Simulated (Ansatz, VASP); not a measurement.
# One calculation of HfSn3S8, two programs

```
CELL_PARAMETERS angstrom
7.39781 0.00000 0.00000
-3.69891 6.40669 0.00000
0.00000 0.00000 6.81666
ATOMIC_POSITIONS crystal
Hf 0.00000 0.00000 0.00000
Sn 0.50000 0.50000 0.00000
Sn 0.50000 0.00000 0.00000
Sn 0.00000 0.50000 0.00000
S 0.66932 0.83466 0.21656
S 0.66667 0.33333 0.21488
S 0.16534 0.83466 0.21656
S 0.16534 0.33068 0.21656
S 0.83466 0.66932 0.78344
S 0.83466 0.16534 0.78344
S 0.33333 0.66667 0.78512
S 0.33068 0.16534 0.78344
```

Alike in both runs: functional PBE; k mesh 6 × 6 × 4; occupations gaussian, width 0.02 eV; no spin polarisation.

Ansatz relaxed the structure, and its values are those at the end. VASP's run is a single point on that final structure, the one shown.

```csv
,VASP,Ansatz
version,VASP 6.6.1,Ansatz 0.2.0
potentials or method,"VASP PAW PBE potentials, release 64 (Hf_pv, Sn_d, S), cutoff 520 eV","scalar-relativistic, plane waves, PAW"
valence electrons in the cell,100,116
```

|  | VASP | Ansatz | Ansatz less VASP |
| --- | --- | --- | --- |
| gap on the k mesh at the Fermi level (eV) | 0.90 | 0.88 | -0.016 |
| least direct gap on the mesh (eV) | 0.97 | 0.97 | -0.007 |
| pressure (GPa) | -0.2 | 0.0 | +0.21 |
| rms of the force components (eV/Å) | 0.016 | 0.001 | -0.0155 |

VASP's potentials hold 100 valence electrons a cell and Ansatz's 116, so a difference there can come from the potentials and not from the codes.

Neither program's run includes spin-orbit coupling.
